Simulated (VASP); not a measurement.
Input of a VASP 6.6.1 run:

The input INCAR:

```
SYSTEM = Al
PREC     = Accurate       ! precision mode
ENCUT    = 520            ! plane-wave cutoff, eV
EDIFF    = 1E-6           ! SCF threshold, eV
ISMEAR   = -1             ! smearing method
SIGMA    = 0.08           ! smearing width, eV
LREAL    = .FALSE.        ! projectors in reciprocal space
LASPH    = .TRUE.         ! aspherical terms in the spheres
NELM     = 80             ! most SCF steps
ALGO     = Normal         ! electronic algorithm
ISIF     = 2              ! what is computed and relaxed
LWAVE    = .FALSE.        ! write WAVECAR
LCHARG   = .FALSE.        ! write CHGCAR
GGA      = PE             ! functional
NBANDS   = 12             ! bands
```

File KPOINTS:

```
Automatic mesh
0
G
  8 8 11
  0 0 0
```

The input POSCAR:

```
Al
1.0
    3.7899120555      0.0000000000      0.0000000000
   -1.8949560278      3.2821601182      0.0000000000
    0.0000000000      0.0000000000      2.2823490156
Al
3
Direct
    0.0000000000      0.0000000000      0.0000000000
    0.3333333333      0.6666666667      0.5000000000
    0.6666666667      0.3333333333      0.5000000000
```

Potentials or basis: VASP PAW PBE potentials, release 64 (Al).

Command:

```console
$ cat potpaw_PBE.64/Al/POTCAR > POTCAR
$ mpirun -np 1 vasp_std > vasp.out
```

**Question.** Predict the pressure.

**Answer.** 141.6 GPa.
